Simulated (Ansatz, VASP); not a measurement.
One calculation of SiO2, two programs

```
Si O
1.0
    -2.51375    2.51375    3.68946
     2.51375   -2.51375    3.68946
     2.51375    2.51375   -3.68946
Si O
2 4
Direct
  0.00000 0.00000 0.00000
  0.75000 0.25000 0.50000
  0.96689 0.62500 0.84189
  0.37500 0.21689 0.34189
  0.78311 0.12500 0.15811
  0.87500 0.03311 0.65811
```

Alike in both runs: functional PBE; k mesh 8 × 8 × 8; occupations gaussian, width 0.02 eV; no spin polarisation.

Ansatz relaxed the structure, and its values are those at the end. VASP's run is a single point on that final structure, the one shown.

```csv
,VASP,Ansatz
version,VASP 6.6.1,Ansatz 0.2.0
potentials or method,"VASP PAW PBE potentials, release 64 (Si, O), cutoff 520 eV","scalar-relativistic, plane waves, PAW"
valence electrons in the cell,32,32
```

|  | VASP | Ansatz | Ansatz less VASP |
| --- | --- | --- | --- |
| gap on the k mesh at the Fermi level (eV) | 5.73 | 5.73 | +0.001 |
| least direct gap on the mesh (eV) | 5.73 | 5.73 | +0.001 |
| pressure (GPa) | 0.1 | 0.0 | -0.09 |

With one functional, cell and mesh, what is left measures potentials, basis and numerics.
